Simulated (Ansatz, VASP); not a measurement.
## One calculation of MoS2, two programs

The input INCAR:

```
SYSTEM = MoS2
PREC = Accurate
ENCUT = 520
EDIFF = 1E-7
ISMEAR = -1
SIGMA = 0.05
LREAL = .False.
LASPH = .True.
NELM = 80
ALGO = Normal
ISIF = 2
LWAVE = .False.
LCHARG = .True.
GGA = PS
IVDW = 12
LELF = .True.
LVHAR = .True.
NBANDS = 35
```

The input KPOINTS:

```
regular mesh
0
Gamma
  10 10 2
  0 0 0
```

The input POSCAR:

```
MoS2
1.0
    3.1195325729      0.0000000000      0.0000000000
   -1.5597662865      2.7015944561      0.0000000000
    0.0000000000      0.0000000000     21.2281547802
Mo S
2 4
Direct
    0.3333333333      0.6666666667      0.8511602300
    0.6666666667      0.3333333333      0.1488397700
    0.6666666667      0.3333333333      0.7796253900
    0.3333333333      0.6666666667      0.0772510000
    0.6666666667      0.3333333333      0.9227490000
    0.3333333333      0.6666666667      0.2203746100
```

Contents of input.yaml:

```yaml
crystal:
  lattice:
    - [3.1195325729, 0.0, 0.0]
    - [-1.5597662865, 2.7015944561, 0.0]
    - [0.0, 0.0, 21.2281547802]
  atoms:
    - { symbol: Mo, position: [0.3333333333, 0.6666666667, 0.85116023] }
    - { symbol: Mo, position: [0.6666666667, 0.3333333333, 0.14883977] }
    - { symbol: S, position: [0.6666666667, 0.3333333333, 0.77962539] }
    - { symbol: S, position: [0.3333333333, 0.6666666667, 0.077251] }
    - { symbol: S, position: [0.6666666667, 0.3333333333, 0.922749] }
    - { symbol: S, position: [0.3333333333, 0.6666666667, 0.22037461] }
hamiltonian:
  xc: pbesol
  pseudopotentials: { kind: paw }
  dispersion: d3bj
kpoints:
  mp_grid: { grid: [10, 10, 2] }
scf:
  occupations: { method: fermi_dirac, width: 0.05 }
output:
  forces: true
  stress: true
  eigenvalues: true
```

Alike in both runs: task single point; functional PBEsol; dispersion D3(BJ); k mesh 10 × 10 × 2; occupations fermi-dirac, width 0.05 eV; no spin polarisation.

|  | VASP | Ansatz |
| --- | --- | --- |
| version | VASP 6.6.1 | Ansatz 0.2.0 |
| potentials or method | VASP PAW PBE potentials, release 64 (Mo_sv, S) | Ansatz PAW |
| plane-wave cutoff (eV) | 520 | 420 |
| valence electrons in the cell | 52 | 52 |

VASP gave:

* gap on the k mesh at the Fermi level (eV): 1.48
* least direct gap on the mesh (eV): 2.06
* rms of the force components (eV/Å): 0.456

**Question.** Which values does Ansatz return?

**Answer.** gap on the k mesh at the Fermi level (eV): 1.46; least direct gap on the mesh (eV): 2.06; rms of the force components (eV/Å): 0.457.

VASP's potentials were made for PBE, not for PBEsol. Atom by atom the forces differ by 0.001 eV/Å (rms over components).
